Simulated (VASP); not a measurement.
Input of a VASP 6.6.1 run:

File INCAR:

```
SYSTEM = NbAs
PREC     = Accurate       ! precision mode
ENCUT    = 520            ! plane-wave cutoff, eV
EDIFF    = 1E-6           ! SCF threshold, eV
ISMEAR   = 0              ! smearing method
SIGMA    = 0.1            ! smearing width, eV
LREAL    = .False.        ! projectors in reciprocal space
LASPH    = .True.         ! aspherical terms in the spheres
NELM     = 80             ! most SCF steps
ALGO     = Normal         ! electronic algorithm
ISIF     = 2              ! what is computed and relaxed
LWAVE    = .False.        ! write WAVECAR
LCHARG   = .False.        ! write CHGCAR
GGA      = PE             ! functional
NBANDS   = 46             ! bands
```

File KPOINTS:

```
regular mesh
0
Gamma
  10 10 4
  0 0 0
```

The input POSCAR:

```
NbAs
1.0
    3.4040124103      0.0000000000      0.0000000000
    0.0000000000      3.4040124103      0.0000000000
    0.0000000000      0.0000000000     11.8901543105
Nb As
4 4
Direct
    0.5000000000      0.5000000000      0.9988964711
    0.5000000000      0.0000000000      0.2488964711
    0.0000000000      0.0000000000      0.4988964711
    0.0000000000      0.5000000000      0.7488964711
    0.0000000000      0.0000000000      0.9171035289
    0.0000000000      0.5000000000      0.1671035289
    0.5000000000      0.5000000000      0.4171035289
    0.5000000000      0.0000000000      0.6671035289
```

Potentials or basis: VASP PAW PBE potentials, release 64 (Nb_sv, As).

Launch:

```sh
$ cat potpaw_PBE.64/Nb_sv/POTCAR potpaw_PBE.64/As/POTCAR > POTCAR
$ mpirun -np 1 vasp_std > vasp.out
```

Task: Predict the pressure.

Result: 5.7 GPa.

Task: Predict the largest force.

Result: 0.226 eV/Å.

Task: What does it give for the band gap on the k mesh?

Result: Zero (bands 36 and 37 overlap by 0.07 eV).

Forces on the atoms (eV/Å):
```
Nb   0.000  0.000  0.226
Nb   0.000  0.000  0.226
Nb   0.000  0.000  0.226
Nb   0.000  0.000  0.226
As   0.000  0.000 -0.226
As   0.000  0.000 -0.226
As   0.000  0.000 -0.226
As   0.000  0.000 -0.226
```

Caveat: the cell differs from its parent crystal (biaxial strain in the a-b plane: -2.0 %); the stress differs along the axes, from 2 to 8 GPa.
